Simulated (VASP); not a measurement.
# CuAg4Au7 in VASP: a series of runs

The runs below take CuAg4Au7 through single point, with PBE.

All numbers are computed with VASP 6.6.1; they aren't measurements. Logs are shortened: lines on timing, memory, paths and dates and some standing lists are left out, and cuts for length are marked.

**1. The cell of the first run**

The typed cell holds 12 atoms: a = 5.978 Å, b = 6.006 Å, c = 6.772 Å, α = 90.15°, β = 90.20°, γ = 119.94°.

**2. Single point, PBE**

Input file INCAR:

```
PREC = Accurate
ENCUT = 520
EDIFF = 1E-7
ISMEAR = 0
SIGMA = 0.1
LREAL = False
LASPH = True
NELM = 60
ALGO = Normal
ISIF = 2
LWAVE = False
LCHARG = False
GGA = PE
NBANDS = 78
ISYM = 0
```

Input file KPOINTS:

```
Automatic mesh
0
Gamma
  3 3 2
  0 0 0.5
```

Input file POSCAR:

```
CuAg4Au7
1.0
   -4.2195715107     -4.2349856476      0.0019758673
   -0.0048195411      4.2378293214      4.2555607815
   -3.8940794426      3.9114694468     -3.9243813659
Cu Ag Au
1 4 7
Direct
    0.3327283039      0.6666472005      0.6660454216
    0.8328118893      0.1666738072      0.6661544817
    0.3328443559      0.1666693465      0.6661460356
    0.0029562693      0.5015214607     -0.0046192891
    0.6626770605      0.8317546404      0.3369222613
    0.4941854626      0.9912563118      0.9934454459
    1.0011276204      1.0005225463      1.0044817375
    0.6644993710      0.3327589747      0.3278168971
    0.1714553971      0.3420767119      0.3388700902
    0.4936584524      0.5055828818      0.9887522898
    0.8328425978      0.6666020421      0.6661409571
    0.1720633763      0.8277323595      0.3435676250
```

Potentials or basis: VASP PAW PBE potentials, release 64 (Cu, Ag, Au).

Launch:

```
$ cat potpaw_PBE.64/Cu/POTCAR potpaw_PBE.64/Ag/POTCAR potpaw_PBE.64/Au/POTCAR > POTCAR
$ mpirun -np 1 vasp_std > vasp.out
```

OUTCAR:

```text
PREC = Accurate
   ENCUT = 520
   EDIFF = 1E-7
   ISMEAR = 0
   LREAL = False
   LASPH = True
   NELM = 60
   ISIF = 2
   GGA = PE
   ISYM = 0

 ion  position               nearest neighbor table
   1  0.333  0.667  0.666-  12 2.75  10 2.75   9 2.78   6 2.78   5 2.82   4 2.82  11 2.99  11 2.99
                             2 3.00   2 3.00   3 3.00   3 3.00
   2  0.833  0.167  0.666-   4 2.82   5 2.82   6 2.83   9 2.83   8 2.87   7 2.87   3 2.99   3 2.99
                             1 3.00   1 3.00  11 3.00  11 3.00
   3  0.333  0.167  0.666-  12 2.80  10 2.80   6 2.82   9 2.82   8 2.87   7 2.87   2 2.99   2 2.99
                            11 3.00  11 3.00   1 3.00   1 3.00
   4  0.003  0.502  0.995-   1 2.82   2 2.82  11 2.83   8 2.86   9 2.88  12 2.90  10 2.92   6 2.94
                             7 3.00   7 3.00   6 3.06  10 3.06
   5  0.663  0.832  0.337-   1 2.82   2 2.82  11 2.83   7 2.86   6 2.88  10 2.90  12 2.92   9 2.94
                             8 3.00   8 3.00   9 3.06  12 3.06
   6  0.494  0.991  0.993-   1 2.78   3 2.82   2 2.83   8 2.87   5 2.88  12 2.91  10 2.92   4 2.94
                             7 2.98   7 3.00   4 3.06  10 3.09
   7  0.001  0.001  0.004-   5 2.86  11 2.87   3 2.87   9 2.87   2 2.87  12 2.91   6 2.98  10 3.00
                             4 3.00   6 3.00   4 3.00  10 3.01
   8  0.664  0.333  0.328-   4 2.86  11 2.87   3 2.87   6 2.87   2 2.87  10 2.91   9 2.98  12 2.99
                             5 3.00   9 3.00   5 3.00  12 3.01
   9  0.171  0.342  0.339-   1 2.78   3 2.82   2 2.83   7 2.87   4 2.88  10 2.91  12 2.92   5 2.94
                             8 2.98   8 3.00   5 3.06  12 3.09
  10  0.494  0.506  0.989-   1 2.75   3 2.80  11 2.81   5 2.90   8 2.91   9 2.91   6 2.92   4 2.92
                             7 3.00   7 3.01   4 3.06   6 3.09
  11  0.833  0.667  0.666-  12 2.81  10 2.81   4 2.83   5 2.83   8 2.87   7 2.87   1 2.99   1 2.99
                             3 3.00   3 3.00   2 3.00   2 3.00
  12  0.172  0.828  0.344-   1 2.75   3 2.80  11 2.81   4 2.90   7 2.91   6 2.91   9 2.92   5 2.92
                             8 2.99   8 3.01   5 3.06   9 3.09

IMPORTANT INFORMATION: All symmetrisations will be switched off!
NOSYMM: (Re-)initialisation of all symmetry stuff for point group C_1.

----------------------------------------------------------------------------------------

                                     Primitive cell

  volume of cell :     210.7047

  direct lattice vectors                    reciprocal lattice vectors
    -4.219571511 -4.234985648  0.001975867    -0.157928900 -0.078737726  0.078230794
    -0.004819541  4.237829321  4.255560781    -0.078840072  0.078626179  0.156598797
    -3.894079443  3.911469447 -3.924381366    -0.085572918  0.085221817 -0.084963640

  length of vectors
     5.978284961  6.005748759  6.772312533     0.193031666  0.192148423  0.147662800

  position of ions in fractional coordinates (direct lattice)
     0.332728304  0.666647201  0.666045422
     0.832811889  0.166673807  0.666154482
     0.332844356  0.166669347  0.666146036
     0.002956269  0.501521461  0.995380711
     0.662677061  0.831754640  0.336922261
     0.494185463  0.991256312  0.993445446
     0.001127620  0.000522546  0.004481738
     0.664499371  0.332758975  0.327816897
     0.171455397  0.342076712  0.338870090
     0.493658452  0.505582882  0.988752290
     0.832842598  0.666602042  0.666140957
     0.172063376  0.827732359  0.343567625

  ion indices of the primitive-cell ions
   primitive index   ion index
                 1           1
                 2           2
                 3           3
                 4           4
                 5           5
                 6           6
                 7           7
                 8           8
                 9           9
                10          10
                11          11
                12          12

----------------------------------------------------------------------------------------

 KPOINTS: Automatic mesh

Automatic generation of k-mesh.
 Grid dimensions read from file:
 generate k-points for:    3    3    2

 Generating k-lattice:

  Cartesian coordinates                     Fractional coordinates (reciprocal lattice)
    -0.052642967 -0.026245909  0.026076931     0.333333333  0.000000000  0.000000000
    -0.026280024  0.026208726  0.052199599    -0.000000000  0.333333333  0.000000000
    -0.042786459  0.042610908 -0.042481820    -0.000000000 -0.000000000  0.500000000

  Length of vectors
     0.064343889  0.064049474  0.073831400

  Shift w.r.t. Gamma in fractional coordinates (k-lattice)
     0.000000000  0.000000000  0.500000000

 Subroutine IBZKPT returns following result:
 ===========================================

 Found      9 irreducible k-points:

 Following reciprocal coordinates:
            Coordinates               Weight
  0.000000 -0.000000  0.250000      2.000000
  0.333333 -0.000000  0.250000      2.000000
 -0.333333  0.000000  0.250000      2.000000
  0.000000  0.333333  0.250000      2.000000
  0.333333  0.333333  0.250000      2.000000
 -0.333333  0.333333  0.250000      2.000000
 -0.000000 -0.333333  0.250000      2.000000
  0.333333 -0.333333  0.250000      2.000000
 -0.333333 -0.333333  0.250000      2.000000
   k-points           NKPTS =      9   k-points in BZ     NKDIM =      9   number of bands    NBANDS=     78
   number of dos      NEDOS =    301   number of ions     NIONS =     12
   total plane-waves  NPLWV = 115200
   dimension x,y,z NGX =    48 NGY =   48 NGZ =   50
   dimension x,y,z NGXF=    96 NGYF=   96 NGZF=  100
   ions per type =               1   4   7
   NGX,Y,Z   is equivalent  to a cutoff of  13.35, 13.29, 12.27 a.u.
   NGXF,Y,Z  is equivalent  to a cutoff of  26.70, 26.57, 24.55 a.u.
 SYSTEM =  unknown system
   PREC   = accura    normal or accurate (medium, high low for compatibility)
   ISTART =      0    job   : 0-new  1-cont  2-samecut
   ICHARG =      2    charge: 1-file 2-atom 10-const
   ISPIN  =      1    spin polarized calculation?
   LNONCOLLINEAR =      F non collinear calculations
   LSORBIT =      F    spin-orbit coupling
   LASPH  =      T    aspherical Exc in radial PAW
   ENCUT  =  520.0 eV  38.22 Ry    6.18 a.u.  11.12 11.17 12.59*2*pi/ulx,y,z
   NELM   =     60;   NELMIN=  2; NELMDL= -5     # of ELM steps
   EDIFF  = 0.1E-06   stopping-criterion for ELM
   LREAL  =      F    real-space projection
   EDIFFG = 0.1E-05   stopping-criterion for IOM
   NSW    =      0    number of steps for IOM
   IBRION =     -1    ionic relax: 0-MD 1-quasi-New 2-CG
   NFREE  =      0    steps in history (QN), initial steepest desc. (CG)
   ISIF   =      2    stress and relaxation
   ISYM   =      0    0-nonsym 1-usesym 2-fastsym
   POTIM  = 0.5000    time-step for ionic-motion
   TEBEG  =    0.0;   TEEND  =   0.0 temperature during run
   PSTRESS=    0.0 pullay stress
   NELECT =     132.0000    total number of electrons
   NUPDOWN=      -1.0000    fix difference up-down
   EMIN   =  10.00;   EMAX   =-10.00  energy-range for DOS
   EFERMI =   0.00;   METHOD = LEGACY
   ISMEAR =     0;   SIGMA  =   0.10  broadening in eV -4-tet -1-fermi 0-gaus
   EFERMI_NEDOS =   21; number of points for ismear=-14 and -15
   IALGO  =     38    algorithm
   IMIX   =      4    mixing-type and parameters
     AMIX     =   0.40;   BMIX     =  1.00
     AMIX_MAG =   1.60;   BMIX_MAG =  1.00
  volume/ion in A,a.u.               =      17.56       118.49
  Fermi-wavevector in a.u.,A,eV,Ry     =   1.400796  2.647120 26.697736  1.962228
  Thomas-Fermi vector in A             =   2.523721
   LORBIT       =      0    0 simple, 1 ext, 2 COOP (PROOUT), +10 PAW based schemes
   GGA     = PE    functional components
   LHFCALC =     F    Hartree Fock is set to
   AEXX    =    0.0000 exact exchange contribution
   IVDW    =     0    specifies the selected vdW correction
   LEPSILON=     F    determine dielectric tensor
   LRPA    =     F    only Hartree local field effects (RPA)
 non-spin polarized calculation
 Gauss-broadening in eV      SIGMA  =   0.10
  energy-cutoff  :      520.00
  volume of cell :      210.70
 maximum number of plane-waves:      5692
 NGX is ok and might be reduce to    48

 number of electron     132.0000013 magnetization

 Free energy of the ion-electron system (eV)
  ---------------------------------------------------
  ext. energy  EPLUGINS =         0.00000000
  ---------------------------------------------------
  free energy    TOTEN  =       -37.37204946 eV

  energy without entropy =      -37.37201512  energy(sigma->0) =      -37.37203229

 E-fermi :   8.2512     XC(G=0): -12.2090

 val. band max:        7.9973039222   @ k =   0.0000  -0.0000   0.2500
 cond. band min:       8.5050392864   @ k =  -0.3333   0.3333   0.2500
 fundamental gap:      0.5077353642
 Fermi energy:         8.2511960259

 k-point     1 :       0.0000   -0.0000    0.2500
  band No.  band energies     occupation
      1      -0.3017      2.00000
      2       1.2697      2.00000
      3       1.6418      2.00000
      4       1.6686      2.00000
      5       1.8370      2.00000
      6       1.8420      2.00000
[... 70 lines left out ...]
     77      13.8648      0.00000
     78      14.2631      0.00000

 k-point     2 :       0.3333   -0.0000    0.2500
  band No.  band energies     occupation
      1       0.3915      2.00000
      2       1.4609      2.00000
      3       1.8323      2.00000
      4       2.0113      2.00000
      5       2.1336      2.00000
      6       2.2070      2.00000
[... 70 lines left out ...]
     77      13.9518      0.00000
     78      14.4705      0.00000

 k-point     3 :      -0.3333    0.0000    0.2500
  band No.  band energies     occupation
      1       0.3781      2.00000
      2       1.6152      2.00000
      3       1.9185      2.00000
      4       1.9877      2.00000
      5       2.0161      2.00000
      6       2.1485      2.00000
[... 70 lines left out ...]
     77      13.9606      0.00000
     78      14.5015      0.00000

 k-point     4 :       0.0000    0.3333    0.2500
  band No.  band energies     occupation
      1       0.3749      2.00000
      2       1.6499      2.00000
      3       1.9292      2.00000
      4       1.9651      2.00000
      5       1.9936      2.00000
      6       2.1337      2.00000
[... 70 lines left out ...]
     77      13.8903      0.00000
     78      14.5400      0.00000

 k-point     5 :       0.3333    0.3333    0.2500
  band No.  band energies     occupation
      1       1.3158      2.00000
      2       1.4181      2.00000
      3       1.6706      2.00000
      4       2.2307      2.00000
      5       2.2895      2.00000
      6       2.3999      2.00000
[... 70 lines left out ...]
     77      15.3284      0.00000
     78      15.4989      0.00000

 k-point     6 :      -0.3333    0.3333    0.2500
  band No.  band energies     occupation
      1       0.4044      2.00000
      2       1.3822      2.00000
      3       1.9286      2.00000
      4       2.0090      2.00000
      5       2.0521      2.00000
      6       2.1782      2.00000
[... 70 lines left out ...]
     77      13.9840      0.00000
     78      14.5399      0.00000

 k-point     7 :      -0.0000   -0.3333    0.2500
  band No.  band energies     occupation
      1       0.3904      2.00000
      2       1.4410      2.00000
      3       1.8237      2.00000
      4       2.0490      2.00000
      5       2.0738      2.00000
      6       2.2426      2.00000
[... 70 lines left out ...]
     77      14.3339      0.00000
     78      14.4556      0.00000

 k-point     8 :       0.3333   -0.3333    0.2500
  band No.  band energies     occupation
      1       0.3421      2.00000
      2       1.7475      2.00000
      3       1.9457      2.00000
      4       1.9521      2.00000
      5       2.0310      2.00000
      6       2.1055      2.00000
[... 70 lines left out ...]
     77      14.0403      0.00000
     78      14.4953      0.00000

 k-point     9 :      -0.3333   -0.3333    0.2500
  band No.  band energies     occupation
      1       1.3254      2.00000
      2       1.4621      2.00000
      3       1.5922      2.00000
      4       2.2588      2.00000
      5       2.2889      2.00000
      6       2.4113      2.00000
[... 70 lines left out ...]
     77      15.2968      0.00000
     78      15.5268      0.00000

------------------------ aborting loop because EDIFF is reached ----------------------------------------

  FORCE on cell =-STRESS in cart. coord.  units (eV):
  Direction    XX          YY          ZZ          XY          YZ          ZX
  --------------------------------------------------------------------------------------
  -------------------------------------------------------------------------------------
  Total       -0.2502791     -0.2640068     -0.2361678      0.0311034     -0.0083115     -0.0346912
  in kB       -1.9030976     -2.0074817     -1.7957965      0.2365075     -0.0631999     -0.2637883
  external PRESSURE =      -1.9021253 kB  Pullay stress =       0.0000000 kB

 VOLUME and BASIS-vectors are now :
 -----------------------------------------------------------------------------
  energy-cutoff  :      520.00
  volume of cell :      210.70
      direct lattice vectors                 reciprocal lattice vectors
    -4.219571511 -4.234985648  0.001975867    -0.157928900 -0.078737726  0.078230794
    -0.004819541  4.237829321  4.255560781    -0.078840072  0.078626179  0.156598797
    -3.894079443  3.911469447 -3.924381366    -0.085572918  0.085221817 -0.084963640

 POSITION                                       TOTAL-FORCE (eV/Angst)
 -----------------------------------------------------------------------------------
     -4.00082      4.02125      0.22380        -0.003493      0.001111     -0.002390
     -6.10897     -0.21497     -1.90331         0.000112     -0.001445     -0.001211
     -3.99929      1.90234     -1.90428         0.000498      0.001000     -0.000411
     -3.89098      6.00624     -1.77199        -0.002336     -0.001574      0.002153
     -4.11222      2.03627      2.21868         0.000037      0.000988     -0.001753
     -5.95858      5.99374      0.32067        -0.000243     -0.002093     -0.003899
     -0.02221      0.01497     -0.01536         0.003224     -0.001767      0.004356
     -4.08205     -0.12172      0.13091        -0.003391      0.001360     -0.003733
     -2.04470      2.04903      0.12621         0.001908     -0.000449      0.002887
     -5.93574      3.91941     -1.72773         0.001228     -0.000093      0.004955
     -6.11146      1.90346      0.22422         0.000003      0.001657      0.001327
     -2.06790      4.12296      2.17451         0.002455      0.001304     -0.002283
 -----------------------------------------------------------------------------------
    total drift:                                0.000208      0.000056     -0.000036

  FREE ENERGIE OF THE ION-ELECTRON SYSTEM (eV)
  ---------------------------------------------------
  free  energy   TOTEN  =       -37.3720494608 eV

  energy  without entropy=      -37.3720151229  energy(sigma->0) =      -37.37203229
```

Run time: 2.5 min. Hardware: 1 thread of Intel Xeon Platinum 8488C (Sapphire Rapids), shared host; peak memory 0.37 GiB.

Results:

```
Free energy            : -37.3720 eV
Pressure               : -0.2 GPa
Largest force          : 0.006 eV/Å
Band gap on the k mesh : 0.51 eV, indirect (least direct gap 0.66 eV)
```

Forces in eV/Å, atoms in the order of the input:
```
Cu  -0.003  0.001 -0.002
Ag   0.000 -0.001 -0.001
Ag   0.000  0.001  0.000
Ag  -0.002 -0.002  0.002
Ag   0.000  0.001 -0.002
Au   0.000 -0.002 -0.004
Au   0.003 -0.002  0.004
Au  -0.003  0.001 -0.004
Au   0.002  0.000  0.003
Au   0.001  0.000  0.005
Au   0.000  0.002  0.001
Au   0.002  0.001 -0.002
```

Caveat: the k points lie up to 0.46 Å⁻¹ apart; spin-orbit coupling is left out, which moves the levels of the heavy elements.

**3. Single point, PBE**

This run uses another cell than the first one, of the same volume but with other edges.

Input file INCAR:

```
SYSTEM = CuAg4Au7
PREC = Accurate
ENCUT = 520
EDIFF = 1E-6
ISMEAR = 0
SIGMA = 0.1
LREAL = .FALSE.
LASPH = .TRUE.
NELM = 60
ALGO = Fast
ISIF = 2
LWAVE = .FALSE.
LCHARG = .TRUE.
GGA = PE
LELF = .TRUE.
LVHAR = .TRUE.
ISYM = 0
NBANDS = 78
```

Input file KPOINTS:

```
Automatic mesh
0
G
  4 4 3
  0 0 0
```

Input file POSCAR:

```
CuAg4Au7
1.0
   -4.1606672252     -4.1986164623      0.0084964160
   -0.0063401685      4.1964398648      4.2003692333
   -3.9720724794      4.0157508180     -4.0140715455
Cu Ag Au
1 4 7
Direct
    0.3328079236      0.6666467877      0.6661409870
    0.8327994535      0.1666674054      0.6661415741
    0.3328515077      0.1666659465      0.6661394862
    0.0013982342      0.5007219170      0.9962399957
    0.6642014554      0.8325548946      0.3360430539
    0.4955708639      0.9936603461      0.9932880900
    0.0007096772      0.0007269003      0.0040055139
    0.6649347659      0.3325708548      0.3282834087
    0.1700844447      0.3396850963      0.3390113624
    0.4948286601      0.5039365621      0.9885190202
    0.8328191735      0.6666137457      0.6661392148
    0.1708439968      0.8293478270      0.3437722467
```

Potentials or basis: VASP PAW PBE potentials, release 64 (Cu, Ag, Au).

Launch:

```
$ cat potpaw_PBE.64/Cu/POTCAR potpaw_PBE.64/Ag/POTCAR potpaw_PBE.64/Au/POTCAR > POTCAR
$ mpirun -np 1 vasp_std > vasp.out
```

Run time: 8 min. Hardware: 1 thread of Intel Xeon Platinum 8488C (Sapphire Rapids), shared host; peak memory 0.57 GiB.

It converged, with:

- Free energy: -37.3926 eV
- Pressure: -0.3 GPa
- Largest force: 0.037 eV/Å
- Band gap on the k mesh: zero (band 66 reaches 8.66 eV, above the bottom of band 67 at 7.97 eV)

Forces on the atoms (eV/Å):
```
Cu   0.000  0.000  0.000
Ag  -0.001 -0.002 -0.001
Ag   0.001  0.001 -0.001
Ag  -0.021  0.000  0.020
Ag   0.019 -0.001 -0.020
Au   0.020 -0.016 -0.026
Au   0.017 -0.022  0.002
Au  -0.017  0.022 -0.001
Au  -0.019  0.015  0.025
Au   0.006  0.022  0.024
Au   0.000  0.001  0.002
Au  -0.004 -0.020 -0.023
```

Levels at points of the mesh, in eV from the Fermi level:
```csv
k point,band 63,band 64,band 65,band 66,band 67,band 68,band 69,band 70
"(0.00, 0.00, 0.00)",-1.64,0.16,0.26,0.35,0.38,0.44,0.51,1.21
"(0.50, 0.00, 0.00)",-1.15,-1.07,-0.89,-0.67,-0.33,-0.16,1.93,2.31
"(0.00, 0.50, 0.00)",-1.27,-1.06,-0.72,-0.64,-0.24,-0.20,1.95,2.25
"(0.50, 0.50, 0.00)",-1.15,-1.09,-0.98,-0.64,-0.23,-0.05,2.13,2.15
```

Caveat: spin-orbit coupling is left out, which moves the levels of the heavy elements.
